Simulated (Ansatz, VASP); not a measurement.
PbS: VASP beside Ansatz

```
Pb S
1.0
     0.00000    2.92567    2.92567
     2.92567    0.00000    2.92567
     2.92567    2.92567    0.00000
Pb S
1 1
Direct
  0.00000 0.00000 0.00000
  0.50000 0.50000 0.50000
```

Alike in both runs: task single point; functional PBE; k mesh 8 × 8 × 8; occupations fermi-dirac, width 0.05 eV; non-collinear spin, spin-orbit coupling.

|  | VASP | Ansatz |
| --- | --- | --- |
| version | VASP 6.6.1 | Ansatz 0.2.0 |
| potentials or method | VASP PAW PBE potentials, release 64 (Pb_d, S) | Ansatz PAW |
| plane-wave cutoff (eV) | 520 | 420 |
| valence electrons in the cell | 20 | 20 |

```csv
,VASP,Ansatz,Ansatz less VASP
pressure (GPa),4.4,4.4,-0.07
```

The functional is the same, so the differences come from potentials, cutoffs and numerics.
